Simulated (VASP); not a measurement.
# Si in VASP: single point with r2SCAN

Aim: the single point of Si with r2SCAN.

All numbers are computed with VASP 6.6.1; they aren't measurements. Logs are shortened: lines on timing, memory, paths and dates and some standing lists are left out, and cuts for length are marked.

### Step 1. The cell of the first run

The typed cell holds 4 atoms: a = 3.832 Å, b = 3.832 Å, c = 6.341 Å, α = 89.99°, β = 90.00°, γ = 120.00°.

This isn't the form of Si at room conditions, which is diamond.

### Step 2. Single point, r2SCAN

File POSCAR:

```
Si
1.0
    3.8322743631     -0.0000436538     -0.0001150316
   -1.9161756929      3.3183740335      0.0002147997
   -0.0001599729      0.0002839460      6.3406322879
Si
4
Direct
    0.3334343375      0.6667879563      0.0630629280
    0.6665607791      0.3331863362      0.5630658262
    0.3332145229      0.6664949663      0.4369353759
    0.6667903606      0.3335307412      0.9369358700
```

File INCAR.step1:

```
PREC = Accurate
ENCUT = 520
ISMEAR = 0
SIGMA = 0.05
LREAL = F
LASPH = T
NELM = 100
NBANDS = 16
GGA = PE
ALGO = Normal
EDIFF = 1E-4
LWAVE = T
LCHARG = F
```

File INCAR.step2:

```
PREC = Accurate
ENCUT = 520
EDIFF = 1E-7
ISMEAR = 0
SIGMA = 0.05
LREAL = F
LASPH = T
NELM = 100
ALGO = Normal
ISIF = 2
LWAVE = F
LCHARG = F
METAGGA = R2SCAN
LMIXTAU = T
NBANDS = 16
ISTART = 1
```

File KPOINTS:

```
Automatic mesh
0
Gamma
  12 12 4
```

Potentials or basis: VASP PAW PBE potentials, release 64 (Si).

Started as:

```bash
cat potpaw_PBE.64/Si/POTCAR > POTCAR
cp INCAR.step1 INCAR
mpirun -np 1 vasp_std > vasp.out
cp INCAR.step2 INCAR
mpirun -np 1 vasp_std > vasp.out
```

OUTCAR:

```text
PREC = Accurate
   ENCUT = 520
   EDIFF = 1E-7
   ISMEAR = 0
   LREAL = F
   LASPH = T
   NELM = 100
   ISIF = 2
   METAGGA = R2SCAN
   ISTART = 1

 ion  position               nearest neighbor table
   1  0.333  0.667  0.063-   4 2.35   4 2.35   4 2.35   3 2.37
   2  0.667  0.333  0.563-   3 2.35   3 2.35   3 2.35   4 2.37
   3  0.333  0.666  0.437-   2 2.35   2 2.35   2 2.35   1 2.37
   4  0.667  0.334  0.937-   1 2.35   1 2.35   1 2.35   2 2.37

  LATTYP: Found a base centered monoclinic cell.
 ALAT       =    23.6046718550
 B/A-ratio  =     0.1623523677
 C/A-ratio  =     0.3888352308
 COS(beta)  =    -0.9809553802

  Lattice vectors:

 A1 = (   1.9161816204,   9.9547508469,  -6.3402179520)
 A2 = (  -1.9160927427,   9.9547945007,  -6.3401029204)
 A3 = (  -0.0000829502,  -6.6364204672,   6.3403177201)

Analysis of symmetry for initial positions (statically):
=====================================================================
 Subroutine PRICEL returns:
 Original cell was already a primitive cell.

 Routine SETGRP: Setting up the symmetry group for a
 base centered monoclinic supercell.

 Subroutine GETGRP returns: Found  1 space group operations
 (whereof  1 operations were pure point group operations)
 out of a pool of  4 trial point group operations.

The static configuration has the point symmetry C_1 .

Analysis of symmetry for dynamics (positions and initial velocities):
=====================================================================
 Subroutine PRICEL returns:
 Original cell was already a primitive cell.

 Routine SETGRP: Setting up the symmetry group for a
 base centered monoclinic supercell.

 Subroutine GETGRP returns: Found  1 space group operations
 (whereof  1 operations were pure point group operations)
 out of a pool of  4 trial point group operations.

The dynamic configuration has the point symmetry C_1 .

 Subroutine INISYM returns: Found  1 space group operations
 (whereof  1 operations are pure point group operations),
 and found     1 'primitive' translations

----------------------------------------------------------------------------------------

                                     Primitive cell

  volume of cell :      80.6328

  direct lattice vectors                    reciprocal lattice vectors
     3.832274363 -0.000043654 -0.000115032     0.260943368  0.150680223 -0.000000164
    -1.916175693  3.318374034  0.000214800     0.000003432  0.301354389 -0.000013495
    -0.000159973  0.000283946  6.340632288     0.000004734 -0.000007475  0.157712978

  length of vectors
     3.832274365  3.831884074  6.340632296     0.301323697  0.301354389  0.157712979

  position of ions in fractional coordinates (direct lattice)
     0.333434338  0.666787956  0.063062928
     0.666560779  0.333186336  0.563065826
     0.333214523  0.666494966  0.436935376
     0.666790361  0.333530741  0.936935870

  ion indices of the primitive-cell ions
   primitive index   ion index
                 1           1
                 2           2
                 3           3
                 4           4

----------------------------------------------------------------------------------------

 KPOINTS: Automatic mesh

Automatic generation of k-mesh.
 Grid dimensions read from file:
 generate k-points for:   12   12    4

 Generating k-lattice:

  Cartesian coordinates                     Fractional coordinates (reciprocal lattice)
     0.021745281  0.012556685 -0.000000014     0.083333333 -0.000000000 -0.000000000
     0.000000286  0.025112866 -0.000001125     0.000000000  0.083333333 -0.000000000
     0.000001183 -0.000001869  0.039428245     0.000000000  0.000000000  0.250000000

  Length of vectors
     0.025110308  0.025112866  0.039428245

  Shift w.r.t. Gamma in fractional coordinates (k-lattice)
     0.000000000  0.000000000  0.000000000

 Subroutine IBZKPT returns following result:
 ===========================================

 Found    292 irreducible k-points:

 Following reciprocal coordinates:
            Coordinates               Weight
  0.000000  0.000000  0.000000      1.000000
  0.083333 -0.000000 -0.000000      2.000000
  0.083333 -0.083333  0.000000      2.000000
  0.166667 -0.000000 -0.000000      2.000000
  0.166667 -0.166667  0.000000      2.000000
  0.250000 -0.000000 -0.000000      2.000000
[... 16 lines left out ...]
  0.416667  0.083333 -0.000000      2.000000
  0.416667  0.500000 -0.000000      2.000000
 [... further k-points ...]
   k-points           NKPTS =    292   k-points in BZ     NKDIM =    292   number of bands    NBANDS=     16
   number of dos      NEDOS =    301   number of ions     NIONS =      4
   total plane-waves  NPLWV =  40320
   dimension x,y,z NGX =    30 NGY =   28 NGZ =   48
   dimension x,y,z NGXF=    60 NGYF=   56 NGZF=   96
   ions per type =               4
   NGX,Y,Z   is equivalent  to a cutoff of  13.01, 12.15, 12.59 a.u.
   NGXF,Y,Z  is equivalent  to a cutoff of  26.03, 24.30, 25.17 a.u.
 SYSTEM =  unknown system
   PREC   = accura    normal or accurate (medium, high low for compatibility)
   ISTART =      1    job   : 0-new  1-cont  2-samecut
   ICHARG =      0    charge: 1-file 2-atom 10-const
   ISPIN  =      1    spin polarized calculation?
   LNONCOLLINEAR =      F non collinear calculations
   LSORBIT =      F    spin-orbit coupling
   LASPH  =      T    aspherical Exc in radial PAW
   ENCUT  =  520.0 eV  38.22 Ry    6.18 a.u.   7.13  7.12 11.79*2*pi/ulx,y,z
   NELM   =    100;   NELMIN=  2; NELMDL=  0     # of ELM steps
   EDIFF  = 0.1E-06   stopping-criterion for ELM
   LREAL  =      F    real-space projection
   EDIFFG = 0.1E-05   stopping-criterion for IOM
   NSW    =      0    number of steps for IOM
   IBRION =     -1    ionic relax: 0-MD 1-quasi-New 2-CG
   NFREE  =      0    steps in history (QN), initial steepest desc. (CG)
   ISIF   =      2    stress and relaxation
   ISYM   =      2    0-nonsym 1-usesym 2-fastsym
   POTIM  = 0.5000    time-step for ionic-motion
   TEBEG  =    0.0;   TEEND  =   0.0 temperature during run
   PSTRESS=    0.0 pullay stress
   NELECT =      16.0000    total number of electrons
   NUPDOWN=      -1.0000    fix difference up-down
   EMIN   =  10.00;   EMAX   =-10.00  energy-range for DOS
   EFERMI =   0.00;   METHOD = LEGACY
   ISMEAR =     0;   SIGMA  =   0.05  broadening in eV -4-tet -1-fermi 0-gaus
   EFERMI_NEDOS =   21; number of points for ismear=-14 and -15
   IALGO  =     38    algorithm
   IMIX   =      4    mixing-type and parameters
     AMIX     =   0.40;   BMIX     =  1.00
     AMIX_MAG =   1.60;   BMIX_MAG =  1.00
  volume/ion in A,a.u.               =      20.16       136.03
  Fermi-wavevector in a.u.,A,eV,Ry     =   0.954870  1.804443 12.405477  0.911777
  Thomas-Fermi vector in A             =   2.083656
   LORBIT       =      0    0 simple, 1 ext, 2 COOP (PROOUT), +10 PAW based schemes
   METAGGA = R2SCAN    functional components
   LHFCALC =     F    Hartree Fock is set to
   AEXX    =    0.0000 exact exchange contribution
   IVDW    =     0    specifies the selected vdW correction
   LEPSILON=     F    determine dielectric tensor
   LRPA    =     F    only Hartree local field effects (RPA)
 non-spin polarized calculation
 Gauss-broadening in eV      SIGMA  =   0.05
  energy-cutoff  :      520.00
  volume of cell :       80.63
 maximum number of plane-waves:      2208
 NGX is ok and might be reduce to    30
   NGX = 15   NGY = 15   NGZ = 23

 number of electron      16.0000000 magnetization

 Free energy of the ion-electron system (eV)
  ---------------------------------------------------
  ext. energy  EPLUGINS =         0.00000000
  ---------------------------------------------------
  free energy    TOTEN  =       -35.04959754 eV

  energy without entropy =      -35.04959754  energy(sigma->0) =      -35.04959754

 E-fermi :   6.1526     XC(G=0):  -9.8242

 val. band max:        5.9396214258   @ k =   0.0000   0.0000   0.0000
 cond. band min:       6.5595988717   @ k =  -0.0000   0.5000  -0.0000
 fundamental gap:      0.6199774458
 Fermi energy:         6.1525840593

 k-point     1 :       0.0000    0.0000    0.0000
  band No.  band energies     occupation
      1      -6.8233      2.00000
      2      -4.4314      2.00000
      3      -1.5835      2.00000
      4       4.3341      2.00000
      5       4.3360      2.00000
      6       5.5604      2.00000
[... 8 lines left out ...]
     15      10.3893      0.00000
     16      12.2171      0.00000

 k-point     2 :       0.0833   -0.0000   -0.0000
  band No.  band energies     occupation
      1      -6.7382      2.00000
      2      -4.3442      2.00000
      3      -1.5383      2.00000
      4       3.6472      2.00000
      5       4.1579      2.00000
      6       5.3133      2.00000
[... 8 lines left out ...]
     15      10.7918      0.00000
     16      11.7134      0.00000

 k-point     3 :       0.0833   -0.0833    0.0000
  band No.  band energies     occupation
      1      -6.7382      2.00000
      2      -4.3442      2.00000
      3      -1.5383      2.00000
      4       3.6469      2.00000
      5       4.1581      2.00000
      6       5.3131      2.00000
[... 8 lines left out ...]
     15      10.7914      0.00000
     16      11.7132      0.00000

 k-point     4 :       0.1667   -0.0000   -0.0000
  band No.  band energies     occupation
      1      -6.4851      2.00000
      2      -4.0845      2.00000
      3      -1.4311      2.00000
      4       2.4227      2.00000
      5       3.7627      2.00000
      6       4.0477      2.00000
[... 8 lines left out ...]
     15      11.5927      0.00000
     16      11.9575      0.00000
[... 324 lines left out ...]
 k-point    22 :       0.3333   -0.4167   -0.0000
  band No.  band energies     occupation
      1      -5.1490      2.00000
      2      -2.6952      2.00000
      3      -2.0758      2.00000
      4       0.7828      2.00000
      5       0.8856      2.00000
      6       2.4460      2.00000
[... 8 lines left out ...]
     15      12.9840      0.00000
     16      13.3663      0.00000

 k-point    23 :       0.4167    0.0833   -0.0000
  band No.  band energies     occupation
      1      -4.5747      2.00000
      2      -2.7441      2.00000
      3      -2.0765      2.00000
      4      -0.1239      2.00000
      5       1.0554      2.00000
      6       2.3554      2.00000
[... 8 lines left out ...]
     15      12.8018      0.00000
     16      14.3131      0.00000

 k-point    24 :       0.4167    0.5000   -0.0000
  band No.  band energies     occupation
      1      -4.5747      2.00000
      2      -2.7443      2.00000
      3      -2.0766      2.00000
      4      -0.1240      2.00000
      5       1.0554      2.00000
      6       2.3557      2.00000
[... 8 lines left out ...]
     15      12.8017      0.00000
     16      14.3133      0.00000

 [... further k-points ...]

------------------------ aborting loop because EDIFF is reached ----------------------------------------

  FORCE on cell =-STRESS in cart. coord.  units (eV):
  Direction    XX          YY          ZZ          XY          YZ          ZX
  --------------------------------------------------------------------------------------
  -------------------------------------------------------------------------------------
  Total       -0.1110182     -0.1022722     -0.1117929      0.0006486     -0.0019777      0.0014513
  in kB       -2.2059363     -2.0321539     -2.2213309      0.0128874     -0.0392962      0.0288370
  external PRESSURE =      -2.1531404 kB  Pullay stress =       0.0000000 kB

 VOLUME and BASIS-vectors are now :
 -----------------------------------------------------------------------------
  energy-cutoff  :      520.00
  volume of cell :       80.63
      direct lattice vectors                 reciprocal lattice vectors
     3.832274363 -0.000043654 -0.000115032     0.260943368  0.150680223 -0.000000164
    -1.916175693  3.318374034  0.000214800     0.000003432  0.301354389 -0.000013495
    -0.000159973  0.000283946  6.340632288     0.000004734 -0.000007475  0.157712978

 POSITION                                       TOTAL-FORCE (eV/Angst)
 -----------------------------------------------------------------------------------
      0.00012      2.21266      0.39996        -0.000387      0.000829     -0.002030
      1.91591      1.10577      3.57019         0.000275      0.000287     -0.002331
     -0.00022      2.21179      2.77055         0.000041      0.001052      0.002196
      1.91607      1.10702      5.94076         0.000070     -0.002168      0.002165
 -----------------------------------------------------------------------------------
    total drift:                               -0.000000      0.000000     -0.000001

  FREE ENERGIE OF THE ION-ELECTRON SYSTEM (eV)
  ---------------------------------------------------
  free  energy   TOTEN  =       -35.0495975445 eV

  energy  without entropy=      -35.0495975445  energy(sigma->0) =      -35.04959754
```

Run time: 24 min. Hardware: 1 thread of Oxide Virtual Turin-like, shared host; peak memory 0.36 GiB.

What came out:

| Quantity | Value |
| --- | --- |
| Free energy | -35.0496 eV |
| Pressure | -0.2 GPa |
| Largest force | 0.003 eV/Å |
| Band gap on the k mesh | 0.62 eV (least direct gap 1.38 eV) |

Forces on the atoms (eV/Å):
```
Si   0.000  0.001 -0.002
Si   0.000  0.000 -0.002
Si   0.000  0.001  0.002
Si   0.000 -0.002  0.002
```

Levels at points of the mesh, in eV from the valence-band top:
| k point | band 5 | band 6 | band 7 | band 8 | band 9 | band 10 | band 11 | band 12 |
| --- | --- | --- | --- | --- | --- | --- | --- | --- |
| (0.00, 0.00, 0.00) | -1.60 | -0.38 | 0.00 | 0.00 | 1.38 | 2.17 | 2.17 | 2.55 |
| (0.50, 0.00, 0.00) | -4.86 | -3.22 | -3.10 | -1.53 | 0.62 | 2.65 | 3.23 | 3.35 |
| (0.50, 0.50, 0.00) | -4.86 | -3.22 | -3.10 | -1.53 | 0.62 | 2.65 | 3.23 | 3.35 |
| (0.00, 0.50, 0.00) | -4.86 | -3.22 | -3.10 | -1.53 | 0.62 | 2.65 | 3.23 | 3.35 |
| (0.00, 0.00, 0.50) | -0.98 | -0.98 | -0.98 | -0.98 | 2.15 | 2.15 | 3.20 | 3.20 |
| (0.50, 0.00, 0.50) | -2.58 | -2.58 | -2.55 | -2.55 | 1.15 | 1.15 | 1.90 | 1.90 |
| (0.50, 0.50, 0.50) | -2.58 | -2.58 | -2.55 | -2.55 | 1.15 | 1.15 | 1.90 | 1.90 |
| (0.00, 0.50, 0.50) | -2.58 | -2.58 | -2.55 | -2.55 | 1.15 | 1.15 | 1.90 | 1.90 |

Caveat: the PAW data sets were made with another functional, which shifts forces and pressure a little. A k mesh can miss the band edges.
